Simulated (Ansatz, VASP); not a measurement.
## Two plane-wave programs on Zn

```
CELL_PARAMETERS angstrom
0.00000 1.96478 1.96478
1.96478 0.00000 1.96478
1.96478 1.96478 0.00000
ATOMIC_POSITIONS crystal
Zn 0.00000 0.00000 0.00000
```

Alike in both runs: task electric field gradients; functional HSE06; k mesh 7 × 7 × 7; occupations gaussian, width 0.15 eV; no spin polarisation.

```csv
,VASP,Ansatz
version,VASP 6.6.1,Ansatz 0.2.0
potentials or method,"VASP PAW PBE potentials, release 64 (Zn)",Ansatz PAW
plane-wave cutoff (eV),400,420
valence electrons in the cell,12,12
```

VASP gave:

```
gap on the k mesh at the Fermi level (eV) : none
pressure (GPa)                            : -0.9
```

**Question.** What did Ansatz give for the same quantities?

**Answer.** gap on the k mesh at the Fermi level (eV): none; pressure (GPa): -0.4.

A gap of «none» marks a metal or a gap that the smearing closes.

The k mesh is coarse, so the values compare programs but aren't converged.
